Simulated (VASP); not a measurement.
# Hf2Si (I4/mcm) in VASP: single point with r2SCAN

Aim: the single point of Hf2Si with r2SCAN.

Everything below comes from runs of VASP 6.6.1. Logs are shortened: lines on timing, memory, paths and dates and some standing lists are left out, and cuts for length are marked.

### 1 The cell of the first run

It takes space group I4/mcm (No. 140, tetragonal). The conventional cell has a = 6.551 Å, b = 6.551 Å, c = 5.166 Å, α = 90.00°, β = 90.00°, γ = 90.00°. Within 3.7 Å of Hf (site symmetry m2m) lie 4 Si at 2.79 Å and 11 Hf at 2.90 to 3.50 Å. Si (site symmetry 422) has 2 Si at 2.58 Å and 8 Hf at 2.79 Å within 3.4 Å.

### 2 Single point, r2SCAN

Input file POSCAR:

```
Hf2Si
1.0
   -3.2753522240      3.2753522240      2.5828233930
    3.2753522240     -3.2753522240      2.5828233930
    3.2753522240      3.2753522240     -2.5828233930
Hf Si
4 2
Direct
    0.8435136200      0.6564863800      0.5000000000
    0.3435136200      0.8435136200      0.1870272400
    0.1564863800      0.3435136200      0.5000000000
    0.6564863800      0.1564863800      0.8129727600
    0.7500000000      0.7500000000      0.0000000000
    0.2500000000      0.2500000000      0.0000000000
```

Input file INCAR.step1:

```
PREC = Accurate
ENCUT = 520
ISMEAR = -1
SIGMA = 0.5
LREAL = F
LASPH = T
NELM = 100
NBANDS = 33
GGA = PE
ALGO = Normal
EDIFF = 1E-4
LWAVE = T
LCHARG = F
```

Input file INCAR.step2:

```
PREC = Accurate
ENCUT = 520
EDIFF = 1E-7
ISMEAR = -1
SIGMA = 0.5
LREAL = F
LASPH = T
NELM = 100
ALGO = Normal
ISIF = 2
LWAVE = F
LCHARG = T
METAGGA = R2SCAN
LMIXTAU = T
LELF = T
LVHAR = T
NBANDS = 33
ISTART = 1
```

Input file KPOINTS:

```
Automatic mesh
0
Gamma
  10 10 10
```

Potentials or basis: VASP PAW PBE potentials, release 64 (Hf_pv, Si).

Started as:

```console
$ cat potpaw_PBE.64/Hf_pv/POTCAR potpaw_PBE.64/Si/POTCAR > POTCAR
$ cp INCAR.step1 INCAR
$ mpirun -np 1 vasp_std > vasp.out
$ cp INCAR.step2 INCAR
$ mpirun -np 1 vasp_std > vasp.out
```

OUTCAR:

```text
PREC = Accurate
   ENCUT = 520
   EDIFF = 1E-7
   ISMEAR = -1
   LREAL = F
   LASPH = T
   NELM = 100
   ISIF = 2
   METAGGA = R2SCAN
   ISTART = 1

 ion  position               nearest neighbor table
   1  0.844  0.656  0.500-   6 2.79   5 2.79   5 2.79   6 2.79   3 2.90   3 3.11   3 3.11   4 3.30
                             2 3.30   4 3.30   2 3.30   4 3.50   2 3.50   2 3.50   4 3.50
   2  0.344  0.844  0.187-   5 2.79   6 2.79   6 2.79   5 2.79   4 2.90   4 3.11   4 3.11   1 3.30
                             3 3.30   3 3.30   1 3.30   1 3.50   3 3.50   1 3.50   3 3.50
   3  0.156  0.344  0.500-   5 2.79   6 2.79   6 2.79   5 2.79   1 2.90   1 3.11   1 3.11   4 3.30
                             2 3.30   4 3.30   2 3.30   4 3.50   2 3.50   4 3.50   2 3.50
   4  0.656  0.156  0.813-   5 2.79   6 2.79   6 2.79   5 2.79   2 2.90   2 3.11   2 3.11   1 3.30
                             3 3.30   3 3.30   1 3.30   1 3.50   3 3.50   1 3.50   3 3.50
   5  0.750  0.750  0.000-   6 2.58   6 2.58   2 2.79   4 2.79   4 2.79   2 2.79   1 2.79   1 2.79
                             3 2.79   3 2.79
   6  0.250  0.250  0.000-   5 2.58   5 2.58   2 2.79   4 2.79   4 2.79   2 2.79   3 2.79   1 2.79
                             1 2.79   3 2.79

  LATTYP: Found a body centered tetragonal cell.
 ALAT       =     6.5507044480
 C/A-ratio  =     0.7885635548

  Lattice vectors:

 A1 = (  -3.2753522240,   3.2753522240,   2.5828233930)
 A2 = (   3.2753522240,  -3.2753522240,   2.5828233930)
 A3 = (   3.2753522240,   3.2753522240,  -2.5828233930)

Analysis of symmetry for initial positions (statically):
=====================================================================
 Subroutine PRICEL returns:
 Original cell was already a primitive cell.

 Routine SETGRP: Setting up the symmetry group for a
 body centered tetragonal supercell.

 Subroutine GETGRP returns: Found 16 space group operations
 (whereof  8 operations were pure point group operations)
 out of a pool of 16 trial point group operations.

The static configuration has the point symmetry C_4h.
 The point group associated with its full space group is D_4h.

Analysis of symmetry for dynamics (positions and initial velocities):
=====================================================================
 Subroutine PRICEL returns:
 Original cell was already a primitive cell.

 Routine SETGRP: Setting up the symmetry group for a
 body centered tetragonal supercell.

 Subroutine GETGRP returns: Found 16 space group operations
 (whereof  8 operations were pure point group operations)
 out of a pool of 16 trial point group operations.

The dynamic configuration has the point symmetry C_4h.
 The point group associated with its full space group is D_4h.

 Subroutine INISYM returns: Found 16 space group operations
 (whereof  8 operations are pure point group operations),
 and found     1 'primitive' translations

----------------------------------------------------------------------------------------

                                     Primitive cell

  volume of cell :     110.8334

  direct lattice vectors                    reciprocal lattice vectors
    -3.275352224  3.275352224  2.582823393     0.000000000  0.152655338  0.193586600
     3.275352224 -3.275352224  2.582823393     0.152655338  0.000000000  0.193586600
     3.275352224  3.275352224 -2.582823393     0.152655338  0.152655338  0.000000000

  length of vectors
     5.303474433  5.303474433  5.303474433     0.246534833  0.246534833  0.215887249

  position of ions in fractional coordinates (direct lattice)
     0.843513620  0.656486380  0.500000000
     0.343513620  0.843513620  0.187027240
     0.156486380  0.343513620  0.500000000
     0.656486380  0.156486380  0.812972760
     0.750000000  0.750000000  0.000000000
     0.250000000  0.250000000  0.000000000

  ion indices of the primitive-cell ions
   primitive index   ion index
                 1           1
                 2           2
                 3           3
                 4           4
                 5           5
                 6           6

----------------------------------------------------------------------------------------

 KPOINTS: Automatic mesh

Automatic generation of k-mesh.
 Grid dimensions read from file:
 generate k-points for:   10   10   10

 Generating k-lattice:

  Cartesian coordinates                     Fractional coordinates (reciprocal lattice)
     0.000000000  0.015265534  0.019358660     0.100000000 -0.000000000  0.000000000
     0.015265534  0.000000000  0.019358660    -0.000000000  0.100000000  0.000000000
     0.015265534  0.015265534  0.000000000     0.000000000  0.000000000  0.100000000

  Length of vectors
     0.024653483  0.024653483  0.021588725

  Shift w.r.t. Gamma in fractional coordinates (k-lattice)
     0.000000000  0.000000000  0.000000000

 Subroutine IBZKPT returns following result:
 ===========================================

 Found    102 irreducible k-points:

 Following reciprocal coordinates:
            Coordinates               Weight
  0.000000  0.000000  0.000000      1.000000
  0.100000  0.000000 -0.000000      8.000000
  0.200000  0.000000 -0.000000      8.000000
  0.300000  0.000000 -0.000000      8.000000
  0.400000  0.000000 -0.000000      8.000000
  0.500000  0.000000 -0.000000      4.000000
[... 16 lines left out ...]
  0.300000  0.300000 -0.000000      8.000000
  0.400000  0.300000 -0.000000     16.000000
 [... further k-points ...]
   k-points           NKPTS =    102   k-points in BZ     NKDIM =    102   number of bands    NBANDS=     33
   number of dos      NEDOS =    301   number of ions     NIONS =      6
   total plane-waves  NPLWV =  64000
   dimension x,y,z NGX =    40 NGY =   40 NGZ =   40
   dimension x,y,z NGXF=    80 NGYF=   80 NGZF=   80
   ions per type =               4   2
   NGX,Y,Z   is equivalent  to a cutoff of  12.54, 12.54, 12.54 a.u.
   NGXF,Y,Z  is equivalent  to a cutoff of  25.08, 25.08, 25.08 a.u.
 SYSTEM =  unknown system
   PREC   = accura    normal or accurate (medium, high low for compatibility)
   ISTART =      1    job   : 0-new  1-cont  2-samecut
   ICHARG =      0    charge: 1-file 2-atom 10-const
   ISPIN  =      1    spin polarized calculation?
   LNONCOLLINEAR =      F non collinear calculations
   LSORBIT =      F    spin-orbit coupling
   LASPH  =      T    aspherical Exc in radial PAW
   ENCUT  =  520.0 eV  38.22 Ry    6.18 a.u.   9.86  9.86  9.86*2*pi/ulx,y,z
   NELM   =    100;   NELMIN=  2; NELMDL=  0     # of ELM steps
   EDIFF  = 0.1E-06   stopping-criterion for ELM
   LREAL  =      F    real-space projection
   EDIFFG = 0.1E-05   stopping-criterion for IOM
   NSW    =      0    number of steps for IOM
   IBRION =     -1    ionic relax: 0-MD 1-quasi-New 2-CG
   NFREE  =      0    steps in history (QN), initial steepest desc. (CG)
   ISIF   =      2    stress and relaxation
   ISYM   =      2    0-nonsym 1-usesym 2-fastsym
   POTIM  = 0.5000    time-step for ionic-motion
   TEBEG  =    0.0;   TEEND  =   0.0 temperature during run
   PSTRESS=    0.0 pullay stress
   NELECT =      48.0000    total number of electrons
   NUPDOWN=      -1.0000    fix difference up-down
   EMIN   =  10.00;   EMAX   =-10.00  energy-range for DOS
   EFERMI =   0.00;   METHOD = LEGACY
   ISMEAR =    -1;   SIGMA  =   0.50  broadening in eV -4-tet -1-fermi 0-gaus
   EFERMI_NEDOS =   21; number of points for ismear=-14 and -15
   IALGO  =     38    algorithm
   IMIX   =      4    mixing-type and parameters
     AMIX     =   0.40;   BMIX     =  1.00
     AMIX_MAG =   1.60;   BMIX_MAG =  1.00
  volume/ion in A,a.u.               =      18.47       124.66
  Fermi-wavevector in a.u.,A,eV,Ry     =   1.238602  2.340618 20.873162  1.534134
  Thomas-Fermi vector in A             =   2.373120
   LORBIT       =      0    0 simple, 1 ext, 2 COOP (PROOUT), +10 PAW based schemes
   METAGGA = R2SCAN    functional components
   LHFCALC =     F    Hartree Fock is set to
   AEXX    =    0.0000 exact exchange contribution
   IVDW    =     0    specifies the selected vdW correction
   LEPSILON=     F    determine dielectric tensor
   LRPA    =     F    only Hartree local field effects (RPA)
 non-spin polarized calculation
  energy-cutoff  :      520.00
  volume of cell :      110.83
 maximum number of plane-waves:      3018
   NGX = 19   NGY = 19   NGZ = 19

 number of electron      48.0000004 magnetization

 Free energy of the ion-electron system (eV)
  ---------------------------------------------------
  ext. energy  EPLUGINS =         0.00000000
  ---------------------------------------------------
  free energy    TOTEN  =      -204.19974515 eV

  energy without entropy =     -201.24696990  energy(sigma->0) =     -202.72335752

 E-fermi :   6.2662     XC(G=0): -12.4085

 val. band max:        6.2644556395   @ k =  -0.3000  -0.3000   0.2000
 cond. band min:       6.2685637959   @ k =   0.4000   0.1000   0.1000
 fundamental gap:      0.0041081564
 Fermi energy:         6.2662082482

 k-point     1 :       0.0000    0.0000    0.0000
  band No.  band energies     occupation
      1     -25.3852      2.00000
      2     -25.3776      2.00000
      3     -25.2431      2.00000
      4     -25.2431      2.00000
      5     -25.2107      2.00000
      6     -25.2107      2.00000
[... 25 lines left out ...]
     32       9.7843      0.00176
     33      10.7925      0.00023

 k-point     2 :       0.1000    0.0000   -0.0000
  band No.  band energies     occupation
      1     -25.3998      2.00000
      2     -25.3774      2.00000
      3     -25.2717      2.00000
      4     -25.2644      2.00000
      5     -25.1828      2.00000
      6     -25.1744      2.00000
[... 25 lines left out ...]
     32      10.1818      0.00079
     33      10.9498      0.00017
[... 754 lines left out ...]
     32      10.3106      0.00061
     33      10.6797      0.00029

 k-point    24 :       0.4000    0.3000   -0.0000
  band No.  band energies     occupation
      1     -25.4677      2.00000
      2     -25.3303      2.00000
      3     -25.2964      2.00000
      4     -25.2578      2.00000
      5     -25.1740      2.00000
      6     -25.1373      2.00000
[... 25 lines left out ...]
     32      10.6236      0.00033
     33      10.7160      0.00027

 [... further k-points ...]

------------------------ aborting loop because EDIFF is reached ----------------------------------------

  FORCE on cell =-STRESS in cart. coord.  units (eV):
  Direction    XX          YY          ZZ          XY          YZ          ZX
  --------------------------------------------------------------------------------------
  -------------------------------------------------------------------------------------
  Total        0.5884239      0.5884239      2.1383504      0.0000000      0.0000000      0.0000000
  in kB        8.5060936      8.5060936     30.9114037      0.0000000      0.0000000      0.0000000
  external PRESSURE =      15.9745303 kB  Pullay stress =       0.0000000 kB

 VOLUME and BASIS-vectors are now :
 -----------------------------------------------------------------------------
  energy-cutoff  :      520.00
  volume of cell :      110.83
      direct lattice vectors                 reciprocal lattice vectors
    -3.275352224  3.275352224  2.582823393     0.000000000  0.152655338  0.193586600
     3.275352224 -3.275352224  2.582823393     0.152655338  0.000000000  0.193586600
     3.275352224  3.275352224 -2.582823393     0.152655338  0.152655338  0.000000000

 POSITION                                       TOTAL-FORCE (eV/Angst)
 -----------------------------------------------------------------------------------
      1.02510      2.25026      2.58282         0.307630     -0.307630     -0.000000
      2.25026     -1.02510      2.58282        -0.307630     -0.307630     -0.000000
      2.25026      1.02510      0.00000        -0.307630      0.307630     -0.000000
      1.02510      4.30045     -0.00000         0.307630      0.307630      0.000000
      0.00000      0.00000      3.87424        -0.000000      0.000000     -0.000000
      0.00000      0.00000      1.29141        -0.000000     -0.000000     -0.000000
 -----------------------------------------------------------------------------------
    total drift:                               -0.000000      0.000000     -0.000000

  FREE ENERGIE OF THE ION-ELECTRON SYSTEM (eV)
  ---------------------------------------------------
  free  energy   TOTEN  =      -204.1997451466 eV

  energy  without entropy=     -201.2469699034  energy(sigma->0) =     -202.72335752
```

Wall time 21 min (1 thread of Intel Xeon Platinum 8488C (Sapphire Rapids), shared host); peak memory 0.46 GiB.

What came out:

```
Free energy            : -204.1997 eV
Pressure               : 1.6 GPa
Largest force          : 0.435 eV/Å
Band gap on the k mesh : zero (bands 24 and 25 overlap by 0.86 eV)
```

Forces in eV/Å, atoms in the order of the input:
```
Hf   0.308 -0.308  0.000
Hf  -0.308 -0.308  0.000
Hf  -0.308  0.308  0.000
Hf   0.308  0.308  0.000
Si   0.000  0.000  0.000
Si   0.000  0.000  0.000
```

Stress tensor (GPa, compression positive):
```
0.85 0.00 0.00
0.00 0.85 0.00
0.00 0.00 3.09
```

Levels at points of the mesh, in eV from the Fermi level:
```csv
k point,band 21,band 22,band 23,band 24,band 25,band 26,band 27,band 28
"(0.00, 0.00, 0.00)",-1.63,-1.63,-1.41,-1.21,2.01,2.02,2.09,2.57
"(0.50, 0.00, 0.00)",-1.05,-1.05,-0.76,-0.76,-0.03,-0.03,1.94,1.94
"(0.50, 0.50, 0.00)",-1.80,-1.40,-1.09,-0.78,1.20,1.29,1.63,2.07
"(0.50, 0.50, 0.50)",-1.13,-0.78,-0.15,0.15,0.21,0.21,1.26,1.40
```

Caveat: so wide a smearing shifts energies and pressures; the PAW data sets were made with another functional, which shifts forces and pressure a little; spin-orbit coupling is left out, which moves the levels of the heavy elements.
